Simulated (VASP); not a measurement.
# H (Cmce) in VASP: notebook

Runs on H. Level: PBE. Tasks: single point.

All numbers are computed with VASP 6.6.1; they aren't measurements. Logs are shortened: lines on timing, memory, paths and dates and some standing lists are left out, and cuts for length are marked.

### 1 The cell of the first run

Symmetry: Cmce, No. 64, orthorhombic system. Conventional cell: a = 5.140 Å, b = 5.029 Å, c = 4.057 Å, α = 90.00°, β = 90.00°, γ = 90.00°. Within 1.0 Å of H (site symmetry m) lie 1 H at 0.73 Å.

### 2 Single point, PBE

File INCAR:

```
ALGO = Normal
EDIFF = 1E-7
ENCUT = 520
GGA = PE
ISIF = 2
ISMEAR = -1
LASPH = True
LCHARG = False
LREAL = False
LWAVE = False
NBANDS = 10
NELM = 100
PREC = Accurate
SIGMA = 0.05
```

File KPOINTS:

```
k-points
0
Gamma
  7 7 7
```

File POSCAR:

```
H
1.0
    2.5699259162     -2.5145043009      0.0000000000
    2.5699259162      2.5145043009      0.0000000000
    0.0000000000      0.0000000000      4.0572673776
H
4
Direct
    0.0467043700      0.9532956300      0.9314911100
    0.5467043700      0.4532956300      0.5685088900
    0.4532956300      0.5467043700      0.4314911100
    0.9532956300      0.0467043700      0.0685088900
```

Potentials or basis: VASP PAW PBE potentials, release 64 (H).

The run is started by

```sh
cat potpaw_PBE.64/H/POTCAR > POTCAR
mpirun -np 1 vasp_std > vasp.out
```

OUTCAR:

```text
EDIFF = 1E-7
   ENCUT = 520
   GGA = PE
   ISIF = 2
   ISMEAR = -1
   LASPH = True
   LREAL = False
   NELM = 100
   PREC = Accurate

 ion  position               nearest neighbor table
   1  0.047  0.953  0.931-   4 0.73
   2  0.547  0.453  0.569-   3 0.73
   3  0.453  0.547  0.431-   2 0.73
   4  0.953  0.047  0.069-   1 0.73

  LATTYP: Found a base centered orthorhombic cell.
 ALAT       =     5.0290086018
 B/A-ratio  =     1.0220407717
 C/A-ratio  =     0.8067728053

  Lattice vectors:

 A1 = (  -2.5699259162,  -2.5145043009,   0.0000000000)
 A2 = (   2.5699259162,  -2.5145043009,   0.0000000000)
 A3 = (   0.0000000000,   0.0000000000,   4.0572673776)

Analysis of symmetry for initial positions (statically):
=====================================================================
 Subroutine PRICEL returns:
 Original cell was already a primitive cell.

 Routine SETGRP: Setting up the symmetry group for a
 base centered orthorhombic supercell.

 Subroutine GETGRP returns: Found  8 space group operations
 (whereof  4 operations were pure point group operations)
 out of a pool of  8 trial point group operations.

The static configuration has the point symmetry C_2h.
 The point group associated with its full space group is D_2h.

Analysis of symmetry for dynamics (positions and initial velocities):
=====================================================================
 Subroutine PRICEL returns:
 Original cell was already a primitive cell.

 Routine SETGRP: Setting up the symmetry group for a
 base centered orthorhombic supercell.

 Subroutine GETGRP returns: Found  8 space group operations
 (whereof  4 operations were pure point group operations)
 out of a pool of  8 trial point group operations.

The dynamic configuration has the point symmetry C_2h.
 The point group associated with its full space group is D_2h.

 Subroutine INISYM returns: Found  8 space group operations
 (whereof  4 operations are pure point group operations),
 and found     1 'primitive' translations

----------------------------------------------------------------------------------------

                                     Primitive cell

  volume of cell :      52.4369

  direct lattice vectors                    reciprocal lattice vectors
     2.569925916 -2.514504301  0.000000000     0.194558138 -0.198846349  0.000000000
     2.569925916  2.514504301  0.000000000     0.194558138  0.198846349  0.000000000
     0.000000000  0.000000000  4.057267378     0.000000000  0.000000000  0.246471309

  length of vectors
     3.595448664  3.595448664  4.057267378     0.278195506  0.278195506  0.246471309

  position of ions in fractional coordinates (direct lattice)
     0.046704370  0.953295630  0.931491110
     0.546704370  0.453295630  0.568508890
     0.453295630  0.546704370  0.431491110
     0.953295630  0.046704370  0.068508890

  ion indices of the primitive-cell ions
   primitive index   ion index
                 1           1
                 2           2
                 3           3
                 4           4

----------------------------------------------------------------------------------------

 KPOINTS: k-points

Automatic generation of k-mesh.
 Grid dimensions read from file:
 generate k-points for:    7    7    7

 Generating k-lattice:

  Cartesian coordinates                     Fractional coordinates (reciprocal lattice)
     0.027794020 -0.028406621  0.000000000     0.142857143 -0.000000000  0.000000000
     0.027794020  0.028406621  0.000000000    -0.000000000  0.142857143  0.000000000
     0.000000000  0.000000000  0.035210187     0.000000000  0.000000000  0.142857143

  Length of vectors
     0.039742215  0.039742215  0.035210187

  Shift w.r.t. Gamma in fractional coordinates (k-lattice)
     0.000000000  0.000000000  0.000000000

 Subroutine IBZKPT returns following result:
 ===========================================

 Found     64 irreducible k-points:

 Following reciprocal coordinates:
            Coordinates               Weight
  0.000000  0.000000  0.000000      1.000000
  0.142857 -0.000000  0.000000      4.000000
  0.285714 -0.000000  0.000000      4.000000
  0.428571  0.000000  0.000000      4.000000
  0.142857  0.142857  0.000000      2.000000
  0.285714  0.142857  0.000000      4.000000
[... 16 lines left out ...]
  0.428571  0.142857  0.142857      8.000000
 -0.428571  0.142857  0.142857      8.000000
 [... further k-points ...]
   k-points           NKPTS =     64   k-points in BZ     NKDIM =     64   number of bands    NBANDS=     10
   number of dos      NEDOS =    301   number of ions     NIONS =      4
   total plane-waves  NPLWV =  23520
   dimension x,y,z NGX =    28 NGY =   28 NGZ =   30
   dimension x,y,z NGXF=    56 NGYF=   56 NGZF=   60
   ions per type =               4
   NGX,Y,Z   is equivalent  to a cutoff of  12.95, 12.95, 12.29 a.u.
   NGXF,Y,Z  is equivalent  to a cutoff of  25.89, 25.89, 24.58 a.u.
 SYSTEM =  unknown system
   PREC   = accura    normal or accurate (medium, high low for compatibility)
   ISTART =      0    job   : 0-new  1-cont  2-samecut
   ICHARG =      2    charge: 1-file 2-atom 10-const
   ISPIN  =      1    spin polarized calculation?
   LNONCOLLINEAR =      F non collinear calculations
   LSORBIT =      F    spin-orbit coupling
   LASPH  =      T    aspherical Exc in radial PAW
   ENCUT  =  520.0 eV  38.22 Ry    6.18 a.u.   6.69  6.69  7.54*2*pi/ulx,y,z
   NELM   =    100;   NELMIN=  2; NELMDL= -5     # of ELM steps
   EDIFF  = 0.1E-06   stopping-criterion for ELM
   LREAL  =      F    real-space projection
   EDIFFG = 0.1E-05   stopping-criterion for IOM
   NSW    =      0    number of steps for IOM
   IBRION =     -1    ionic relax: 0-MD 1-quasi-New 2-CG
   NFREE  =      0    steps in history (QN), initial steepest desc. (CG)
   ISIF   =      2    stress and relaxation
   ISYM   =      2    0-nonsym 1-usesym 2-fastsym
   POTIM  = 0.5000    time-step for ionic-motion
   TEBEG  =    0.0;   TEEND  =   0.0 temperature during run
   PSTRESS=    0.0 pullay stress
   NELECT =       4.0000    total number of electrons
   NUPDOWN=      -1.0000    fix difference up-down
   EMIN   =  10.00;   EMAX   =-10.00  energy-range for DOS
   EFERMI =   0.00;   METHOD = LEGACY
   ISMEAR =    -1;   SIGMA  =   0.05  broadening in eV -4-tet -1-fermi 0-gaus
   EFERMI_NEDOS =   21; number of points for ismear=-14 and -15
   IALGO  =     38    algorithm
   IMIX   =      4    mixing-type and parameters
     AMIX     =   0.40;   BMIX     =  1.00
     AMIX_MAG =   1.60;   BMIX_MAG =  1.00
  volume/ion in A,a.u.               =      13.11        88.47
  Fermi-wavevector in a.u.,A,eV,Ry     =   0.694303  1.312043  6.558787  0.482057
  Thomas-Fermi vector in A             =   1.776759
   LORBIT       =      0    0 simple, 1 ext, 2 COOP (PROOUT), +10 PAW based schemes
   GGA     = PE    functional components
   LHFCALC =     F    Hartree Fock is set to
   AEXX    =    0.0000 exact exchange contribution
   IVDW    =     0    specifies the selected vdW correction
   LEPSILON=     F    determine dielectric tensor
   LRPA    =     F    only Hartree local field effects (RPA)
 non-spin polarized calculation
  energy-cutoff  :      520.00
  volume of cell :       52.44
 maximum number of plane-waves:      1432
   NGX = 13   NGY = 13   NGZ = 15

 number of electron       3.9999996 magnetization

 Free energy of the ion-electron system (eV)
  ---------------------------------------------------
  ext. energy  EPLUGINS =         0.00000000
  ---------------------------------------------------
  free energy    TOTEN  =       -13.55825512 eV

  energy without entropy =      -13.55825512  energy(sigma->0) =      -13.55825512

 E-fermi :  -7.5510     XC(G=0):  -5.0553

 val. band max:       -8.5229479922   @ k =   0.0000   0.0000   0.0000
 cond. band min:       0.9092225374   @ k =   0.4286   0.0000   0.4286
 fundamental gap:      9.4321705296
 Fermi energy:        -7.5509731034

 k-point     1 :       0.0000    0.0000    0.0000
  band No.  band energies     occupation
      1     -10.4731      2.00000
      2      -8.5229      2.00000
      3       3.0890      0.00000
      4       4.4736      0.00000
      5       4.9467      0.00000
      6       7.0524      0.00000
      7       7.3231      0.00000
      8       8.8563      0.00000
      9      11.1019      0.00000
     10      11.9373      0.00000

 k-point     2 :       0.1429   -0.0000    0.0000
  band No.  band energies     occupation
      1     -10.3573      2.00000
      2      -8.5799      2.00000
      3       3.1939      0.00000
      4       4.2568      0.00000
      5       4.2681      0.00000
      6       6.4101      0.00000
      7       7.9135      0.00000
      8      10.0486      0.00000
      9      11.1524      0.00000
     10      11.8669      0.00000

 k-point     3 :       0.2857   -0.0000    0.0000
  band No.  band energies     occupation
      1     -10.0347      2.00000
      2      -8.7721      2.00000
      3       3.0628      0.00000
      4       3.1029      0.00000
      5       4.3325      0.00000
      6       6.5608      0.00000
      7       8.5902      0.00000
      8       9.1888      0.00000
      9      11.1584      0.00000
     10      13.1408      0.00000

 k-point     4 :       0.4286    0.0000    0.0000
  band No.  band energies     occupation
      1      -9.5827      2.00000
      2      -9.1223      2.00000
      3       2.5202      0.00000
      4       2.6016      0.00000
      5       5.1743      0.00000
      6       6.2331      0.00000
      7       8.7631      0.00000
      8       9.8109      0.00000
      9       9.8964      0.00000
     10      11.4830      0.00000
[... 222 lines left out ...]
 k-point    22 :       0.2857    0.1429    0.1429
  band No.  band energies     occupation
      1      -9.8914      2.00000
      2      -8.7923      2.00000
      3       2.4446      0.00000
      4       2.8847      0.00000
      5       4.0411      0.00000
      6       7.0181      0.00000
      7       8.4906      0.00000
      8      10.1737      0.00000
      9      11.1484      0.00000
     10      11.8232      0.00000

 k-point    23 :       0.4286    0.1429    0.1429
  band No.  band energies     occupation
      1      -9.5015      2.00000
      2      -9.0526      2.00000
      3       1.9184      0.00000
      4       2.4307      0.00000
      5       4.8427      0.00000
      6       6.9003      0.00000
      7       7.7603      0.00000
      8       9.7447      0.00000
      9      11.5954      0.00000
     10      11.8580      0.00000

 k-point    24 :      -0.4286    0.1429    0.1429
  band No.  band energies     occupation
      1      -9.4383      2.00000
      2      -9.1209      2.00000
      3       1.9364      0.00000
      4       2.3716      0.00000
      5       5.0700      0.00000
      6       6.5772      0.00000
      7       7.7647      0.00000
      8       9.8556      0.00000
      9      11.4478      0.00000
     10      12.4537      0.00000

 [... further k-points ...]
[... 5 lines left out ...]
  --------------------------------------------------------------------------------------
  -------------------------------------------------------------------------------------
  Total        0.0025053      0.4843833      0.7034989      0.0000000     -0.0000000      0.0000000
  in kB        0.0765467     14.8000496     21.4949971      0.0000000     -0.0000000      0.0000000
  external PRESSURE =      12.1238644 kB  Pullay stress =       0.0000000 kB

 VOLUME and BASIS-vectors are now :
 -----------------------------------------------------------------------------
  energy-cutoff  :      520.00
  volume of cell :       52.44
      direct lattice vectors                 reciprocal lattice vectors
     2.569925916 -2.514504301  0.000000000     0.194558138 -0.198846349  0.000000000
     2.569925916  2.514504301  0.000000000     0.194558138  0.198846349  0.000000000
     0.000000000  0.000000000  4.057267378     0.000000000  0.000000000  0.246471309

 POSITION                                       TOTAL-FORCE (eV/Angst)
 -----------------------------------------------------------------------------------
      2.56993      2.27963      3.77931         0.000000     -0.533876     -0.632029
      2.56993     -0.23488      2.30659         0.000000     -0.533876      0.632029
      2.56993      0.23488      1.75067         0.000000      0.533876     -0.632029
      2.56993     -2.27963      0.27796         0.000000      0.533876      0.632029
 -----------------------------------------------------------------------------------
    total drift:                                0.000000     -0.000000      0.000000

  FREE ENERGIE OF THE ION-ELECTRON SYSTEM (eV)
  ---------------------------------------------------
  free  energy   TOTEN  =       -13.5582551242 eV

  energy  without entropy=      -13.5582551241  energy(sigma->0) =      -13.55825512
```

Run time: 16 s. Hardware: 1 thread of Intel Xeon Platinum 8375C at 2.90GHz (Ice Lake), shared host; peak memory 0.16 GiB.

What came out:

* Free energy: -13.5583 eV
* Pressure: 1.2 GPa
* Largest force: 0.827 eV/Å
* Band gap on the k mesh: 9.43 eV, indirect (least direct gap 10.07 eV)

Forces in eV/Å, atoms in the order of the input:
```
H    0.000 -0.534 -0.632
H    0.000 -0.534  0.632
H    0.000  0.534 -0.632
H    0.000  0.534  0.632
```

Levels at points of the mesh, in eV from the valence-band top:
```
           k point  band 1  band 2  band 3  band 4  band 5
(0.00, 0.00, 0.00)   -1.95    0.00   11.61   13.00   13.47
```

[end of part 1 of 3]
